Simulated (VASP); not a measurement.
Fe, 1 atom in the cell. The structure is cubic, space group Im-3m (No. 229). The conventional cell has a = 2.796 Å, b = 2.796 Å, c = 2.796 Å, α = 90.00°, β = 90.00°, γ = 90.00°. Fe (site symmetry m-3m) has 14 Fe at 2.42 to 2.80 Å within 3.2 Å. 

- Program: VASP 6.6.1
- Task: single point
- Functional: HSE06
- Potentials or basis: VASP PAW PBE potentials, release 64 (Fe)
- Cutoff: 520 eV
- k mesh: 6 × 6 × 6
- Occupations: fermi-dirac, width 0.1 eV
- Spin: no spin polarisation
- Dipole correction: no
- Grid for exact exchange (PRECFOCK): Normal
- Further INCAR settings: ALGO = Normal; EDIFF = 1e-06; NBANDS = 10
- Share of exact exchange: 0.25
- Screening parameter: 0.2079 1/Å

Potentials or basis: VASP PAW PBE potentials, release 64 (Fe).

Launch:

```console
$ cat potpaw_PBE.64/Fe/POTCAR > POTCAR
$ cp INCAR.step1 INCAR
$ mpirun -np 1 vasp_std > vasp.out
$ cp INCAR.step2 INCAR
$ mpirun -np 1 vasp_std > vasp.out
```

Hardware: 1 thread of Intel Xeon 8259CL, on a shared host.

**Question.** How long does it take, and how much memory?

**Answer.** Wall time 15 min on 1 thread of Intel Xeon 8259CL, with other jobs on the host, peak memory 0.22 GiB. Counts: k points 16.
